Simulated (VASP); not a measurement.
# BN (P6_3/mmc) in VASP: a series of runs

The runs below take BN through elastic constants, with PBEsol.

Everything below comes from runs of VASP 6.6.1. Logs are shortened: lines on timing, memory, paths and dates and some standing lists are left out, and cuts for length are marked.

**1. The cell of the first run**

The structure is hexagonal, space group P6_3/mmc (No. 194). The conventional cell has a = 2.502 Å, b = 2.502 Å, c = 6.625 Å, α = 90.00°, β = 90.00°, γ = 120.00°. Within 1.9 Å of B (site symmetry -6m2) lie 3 N at 1.44 Å. N (site symmetry -6m2) has 3 B at 1.44 Å within 1.9 Å.

**2. Elastic constants, PBEsol**

INCAR reads:

```
SYSTEM = BN
PREC = Accurate
ENCUT = 600
EDIFF = 1E-8
ISMEAR = 0
SIGMA = 0.01
LREAL = .FALSE.
LASPH = .TRUE.
NELM = 80
ALGO = Normal
ISIF = 3
LWAVE = .FALSE.
LCHARG = .FALSE.
GGA = PS
NBANDS = 16
IBRION = 6
NFREE = 2
POTIM = 0.015
NSW = 1
```

KPOINTS reads:

```
regular mesh
0
G
  10 10 4
  0 0 0
```

POSCAR reads:

```
BN
1.0
    2.5022753937      0.0000000000      0.0000000000
   -1.2511376969      2.1670340582      0.0000000000
    0.0000000000      0.0000000000      6.6251274319
B N
2 2
Direct
    0.3333333333      0.6666666667      0.2500000000
    0.6666666667      0.3333333333      0.7500000000
    0.3333333333      0.6666666667      0.7500000000
    0.6666666667      0.3333333333      0.2500000000
```

Potentials or basis: VASP PAW PBE potentials, release 64 (B, N).

Started as:

```bash
$ cat potpaw_PBE.64/B/POTCAR potpaw_PBE.64/N/POTCAR > POTCAR
$ mpirun -np 1 vasp_std > vasp.out
```

OUTCAR:

```text
SYSTEM = BN
   PREC = Accurate
   ENCUT = 600
   EDIFF = 1E-8
   ISMEAR = 0
   LREAL = .FALSE.
   LASPH = .TRUE.
   NELM = 80
   ISIF = 3
   GGA = PS
   IBRION = 6
   NFREE = 2
   POTIM = 0.015
   NSW = 1

 ion  position               nearest neighbor table
   1  0.333  0.667  0.250-   4 1.44   4 1.44   4 1.44
   2  0.667  0.333  0.750-   3 1.44   3 1.44   3 1.44
   3  0.333  0.667  0.750-   2 1.44   2 1.44   2 1.44
   4  0.667  0.333  0.250-   1 1.44   1 1.44   1 1.44

  LATTYP: Found a hexagonal cell.
 ALAT       =     2.5022753937
 C/A-ratio  =     2.6476412023

  Lattice vectors:

 A1 = (   2.5022753937,   0.0000000000,   0.0000000000)
 A2 = (  -1.2511376969,   2.1670340582,   0.0000000000)
 A3 = (   0.0000000000,   0.0000000000,   6.6251274319)

Analysis of symmetry for initial positions (statically):
=====================================================================
 Subroutine PRICEL returns:
 Original cell was already a primitive cell.

 Routine SETGRP: Setting up the symmetry group for a
 hexagonal supercell.

 Subroutine GETGRP returns: Found 24 space group operations
 (whereof 12 operations were pure point group operations)
 out of a pool of 24 trial point group operations.

The static configuration has the point symmetry D_3d.
 The point group associated with its full space group is D_6h.

Analysis of symmetry for dynamics (positions and initial velocities):
=====================================================================
 Subroutine PRICEL returns:
 Original cell was already a primitive cell.

 Routine SETGRP: Setting up the symmetry group for a
 hexagonal supercell.

 Subroutine GETGRP returns: Found 24 space group operations
 (whereof 12 operations were pure point group operations)
 out of a pool of 24 trial point group operations.

The dynamic configuration has the point symmetry D_3d.
 The point group associated with its full space group is D_6h.

 Subroutine INISYM returns: Found 24 space group operations
 (whereof 12 operations are pure point group operations),
 and found     1 'primitive' translations

----------------------------------------------------------------------------------------

                                     Primitive cell

  volume of cell :      35.9249

  direct lattice vectors                    reciprocal lattice vectors
     2.502275394  0.000000000  0.000000000     0.399636268  0.230730107  0.000000000
    -1.251137697  2.167034058  0.000000000     0.000000000  0.461460214  0.000000000
     0.000000000  0.000000000  6.625127432     0.000000000  0.000000000  0.150940493

  length of vectors
     2.502275394  2.502275394  6.625127432     0.461460214  0.461460214  0.150940493

  position of ions in fractional coordinates (direct lattice)
     0.333333333  0.666666667  0.250000000
     0.666666667  0.333333333  0.750000000
     0.333333333  0.666666667  0.750000000
     0.666666667  0.333333333  0.250000000

  ion indices of the primitive-cell ions
   primitive index   ion index
                 1           1
                 2           2
                 3           3
                 4           4

----------------------------------------------------------------------------------------

[... 120 lines left out ...]

------------------------ aborting loop because EDIFF is reached ----------------------------------------

  FORCE on cell =-STRESS in cart. coord.  units (eV):
  Direction    XX          YY          ZZ          XY          YZ          ZX
  --------------------------------------------------------------------------------------
  -------------------------------------------------------------------------------------
  Total        0.2937041      0.2937041      0.1581750     -0.0000000      0.0000000     -0.0000000
  in kB       13.0986211     13.0986211      7.0542911     -0.0000000      0.0000000     -0.0000000
  external PRESSURE =      11.0838444 kB  Pullay stress =       0.0000000 kB
[... 95 lines left out ...]
  FREE ENERGIE OF THE ION-ELECTRON SYSTEM (eV)
  ---------------------------------------------------
  free  energy   TOTEN  =       -36.5428511081 eV

  energy  without entropy=      -36.5428511081  energy(sigma->0) =      -36.54285111

[... ionic steps 4 to 18 ...]

--------------------------------------- Ionic step       19  -------------------------------------------

 number of electron      15.9999999 magnetization

------------------------ aborting loop because EDIFF is reached ----------------------------------------
[... 71 lines left out ...]
--------------------------------------- Ionic step       21  -------------------------------------------

 number of electron      15.9999999 magnetization

 Free energy of the ion-electron system (eV)
  ---------------------------------------------------
  ext. energy  EPLUGINS =         0.00000000
  ---------------------------------------------------
  free energy    TOTEN  =       -36.56977540 eV

  energy without entropy =      -36.56977540  energy(sigma->0) =      -36.56977540

 E-fermi :   2.4194     XC(G=0): -10.3230

 val. band max:        2.2618929522   @ k =   0.3000   0.3000   0.0000
 cond. band min:       6.3833971050   @ k =   0.5000   0.0000   0.0000
 fundamental gap:      4.1215041528
 Fermi energy:         2.4193576421

 k-point     1 :       0.0000    0.0000    0.0000
  band No.  band energies     occupation
      1     -15.5588      2.00000
      2     -15.2499      2.00000
      3      -4.0979      2.00000
      4      -1.8943      2.00000
      5       0.9136      2.00000
      6       0.9136      2.00000
[... 433 lines left out ...]
      3      -6.3756      2.00000
      4      -6.3197      2.00000
      5      -2.4147      2.00000
      6      -2.3626      2.00000
[... 8 lines left out ...]
     15      17.3811      0.00000
     16      20.2982      0.00000

 [... further k-points ...]

------------------------ aborting loop because EDIFF is reached ----------------------------------------

  FORCE on cell =-STRESS in cart. coord.  units (eV):
  Direction    XX          YY          ZZ          XY          YZ          ZX
  --------------------------------------------------------------------------------------
  -------------------------------------------------------------------------------------
  Total        0.2928588      0.2928588      0.1548596     -0.0000000      0.0000000     -0.0000000
  in kB       13.0609192     13.0609192      6.9064314     -0.0000000      0.0000000     -0.0000000
  external PRESSURE =      11.0094232 kB  Pullay stress =       0.0000000 kB
[... 19 lines left out ...]
  FREE ENERGIE OF THE ION-ELECTRON SYSTEM (eV)
  ---------------------------------------------------
  free  energy   TOTEN  =       -36.5697754019 eV

  energy  without entropy=      -36.5697754019  energy(sigma->0) =      -36.56977540

 INTERNAL STRAIN TENSORS FROM STRAINED CELLS
 ============================================

 INTERNAL STRAIN TENSOR FOR ION    1 for displacements in x,y,z  (eV/Angst):
          X           Y           Z          XY          YZ          ZX
  --------------------------------------------------------------------------------
  x     0.00000    -0.00000    -0.00000   -13.23453     0.00000     0.00000
  y   -13.27718    13.32586     0.00000    -0.00010    -0.00007    -0.00003
  z     0.00000     0.00000     0.00000    -0.00000     0.00106     0.00000

 INTERNAL STRAIN TENSORS FROM DISPLACED ATOMS
 ============================================

 INTERNAL STRAIN TENSOR FOR ION    1 for displacements in x,y,z  (eV/Angst):
          X           Y           Z          XY          YZ          ZX
  --------------------------------------------------------------------------------
  x     0.00000    -0.00000    -0.00000   -13.25219     0.00000     0.00000
  y   -13.25219    13.25219     0.00000    -0.00000     0.00000     0.00000
  z    -0.00000     0.00000     0.00000    -0.00000     0.00000     0.00000

 INTERNAL STRAIN TENSOR FOR ION    4 for displacements in x,y,z  (eV/Angst):
          X           Y           Z          XY          YZ          ZX
  --------------------------------------------------------------------------------
  x    -0.00000     0.00000     0.00000    13.42598     0.00000     0.00000
  y    13.42598   -13.42598     0.00000     0.00000     0.00000     0.00000
  z     0.00000    -0.00000     0.00000     0.00000    -0.00000    -0.00000

 Eigenvectors and eigenvalues of the dynamical matrix
 ----------------------------------------------------

   1 f  =   40.963414 THz   257.380722 2PiTHz 1366.392419 cm-1   169.410992 meV
             X         Y         Z           dx          dy          dz
     -0.000000  1.444689  1.656282    -0.407210    0.341075    0.000000
      1.251138  0.722345  4.968846    -0.407210    0.341075   -0.000000
     -0.000000  1.444689  4.968846     0.357811   -0.299699   -0.000000
      1.251138  0.722345  1.656282     0.357811   -0.299699    0.000000
[... 71 lines left out ...]
  12 f/i=    0.000828 THz     0.005201 2PiTHz    0.027614 cm-1     0.003424 meV
             X         Y         Z           dx          dy          dz
     -0.000000  1.444689  1.656282     0.443347   -0.145916   -0.000000
      1.251138  0.722345  4.968846     0.443347   -0.145916   -0.000000
     -0.000000  1.444689  4.968846     0.504555   -0.166061   -0.000000
      1.251138  0.722345  1.656282     0.504555   -0.166061   -0.000000

--------------------------------------------------------------------------------------------------------

 ELASTIC MODULI CONTR FROM IONIC RELAXATION (kBar)
 Direction    XX          YY          ZZ          XY          YZ          ZX
 --------------------------------------------------------------------------------
 XX        -390.5630    390.5630     -0.0000      0.0000     -0.0000      0.0000
 YY         390.5630   -390.5630      0.0000      0.0000      0.0000     -0.0000
 ZZ          -0.0000      0.0000     -0.0000      0.0000      0.0000     -0.0000
 XY           0.0000      0.0000      0.0000   -390.5630      0.0000     -0.0000
 YZ          -0.0000      0.0000      0.0000      0.0000     -0.0000      0.0000
 ZX           0.0000     -0.0000     -0.0000     -0.0000      0.0000     -0.0000
 --------------------------------------------------------------------------------

 TOTAL ELASTIC MODULI (kBar)
 Direction    XX          YY          ZZ          XY          YZ          ZX
 --------------------------------------------------------------------------------
 XX        8829.0270   2083.3599     16.5991     -0.0000     -0.0000      0.0000
 YY        2083.3599   8829.0270     16.5991     -0.0000      0.0000     -0.0000
 ZZ          16.5991     16.5991    219.1502     -0.0000     -0.0000      0.0000
 XY          -0.0000     -0.0000     -0.0000   3372.8335      0.0000      0.0000
 YZ          -0.0000      0.0000     -0.0000      0.0000     40.3750     -0.0000
 ZX           0.0000      0.0000      0.0000      0.0000     -0.0000     40.3767
 --------------------------------------------------------------------------------
```

Run time: 6.2 min. Hardware: 1 thread of Intel Xeon 6975P-C (Granite Rapids), shared host; peak memory 0.31 GiB.

What came out:

| Property | Result |
| --- | --- |
| Voigt bulk modulus | 246 GPa |
| Highest phonon frequency at Γ, LO-TO splitting left out | 1366 cm⁻¹ |

Phonon frequencies in cm⁻¹ (negative: imaginary):
```csv
q point,frequencies
"(0.000, 0.000, 0.000)",0 0 0 45 45 104 741 792 1366 1366 1366 1366
```

Elastic tensor in Voigt notation (GPa, in the Cartesian axes of the cell as first typed):
```
883 208   2   0   0   0
208 883   2   0   0   0
  2   2  22   0   0   0
  0   0   0   4   0   0
  0   0   0   0   4   0
  0   0   0   0   0 337
```

Clamped-ion elastic tensor (GPa):
```
922 169   2   0   0   0
169 922   2   0   0   0
  2   2  22   0   0   0
  0   0   0   4   0   0
  0   0   0   0   4   0
  0   0   0   0   0 376
```

Caveat: the cell is under stress, which shifts elastic constants; the PAW data sets were made with another functional, which shifts forces and pressure a little; this functional lacks dispersion, which binds the layers, so the pressure and a relaxed spacing across them are unreliable.

**3. Elastic constants, PBEsol**

This run uses another cell than the first one, of 9.53 Å³/atom.

INCAR reads:

```
SYSTEM = BN
ALGO     = Normal         ! electronic algorithm
EDIFF    = 1E-8           ! SCF threshold, eV
ENCUT    = 600            ! plane-wave cutoff, eV
GGA      = PS             ! functional
IBRION   = 6              ! ionic algorithm
ISIF     = 3              ! what is computed and relaxed
ISMEAR   = 0              ! smearing method
LASPH    = .True.         ! aspherical terms in the spheres
LCHARG   = .False.        ! write CHGCAR
LREAL    = .False.        ! projectors in reciprocal space
LWAVE    = .False.        ! write WAVECAR
NBANDS   = 16             ! bands
NELM     = 100            ! most SCF steps
NFREE    = 2            
NSW      = 1              ! ionic steps
POTIM    = 0.015          ! step
PREC     = Accurate       ! precision mode
SIGMA    = 0.01           ! smearing width, eV
```

KPOINTS reads:

```
k-points
0
Gamma
  10 10 4
  0 0 0
```

POSCAR reads:

```
BN
1.0
    2.5043523884      0.0000000000      0.0000000000
   -1.2521761942      2.1688327884      0.0000000000
    0.0000000000      0.0000000000      7.0159738244
B N
2 2
Direct
    0.3333333333      0.6666666667      0.2500000000
    0.6666666667      0.3333333333      0.7500000000
    0.3333333333      0.6666666667      0.7500000000
    0.6666666667      0.3333333333      0.2500000000
```

Potentials or basis: VASP PAW PBE potentials, release 64 (B, N).

Started as:

```bash
$ cat potpaw_PBE.64/B/POTCAR potpaw_PBE.64/N/POTCAR > POTCAR
$ mpirun -np 1 vasp_std > vasp.out
```

Run time: 7.3 min. Hardware: 1 thread of Intel Xeon 6975P-C (Granite Rapids), shared host; peak memory 0.31 GiB.

Results (log left out):

```yaml
Voigt_bulk_modulus: 229 GPa
Highest_phonon_frequency_at_Γ_LO-TO_splitting_left_out: 1362 cm⁻¹
```

Phonon frequencies in cm⁻¹ (negative: imaginary):
```
              q point                                 frequencies
(0.000, 0.000, 0.000)  0 0 0 32 32 66 755 794 1362 1362 1362 1362
```

Elastic tensor in Voigt notation (GPa, in the Cartesian axes of the cell as first typed):
```
832 195   1   0   0   0
195 832   1   0   0   0
  1   1   9   0   0   0
  0   0   0   2   0   0
  0   0   0   0   2   0
  0   0   0   0   0 319
```

Clamped-ion elastic tensor (GPa):
```
867 159   1   0   0   0
159 867   1   0   0   0
  1   1   9   0   0   0
  0   0   0   2   0   0
  0   0   0   0   2   0
  0   0   0   0   0 354
```

Caveat: the PAW data sets were made with another functional, which shifts forces and pressure a little; this functional lacks dispersion, which binds the layers, so the pressure and a relaxed spacing across them are unreliable.
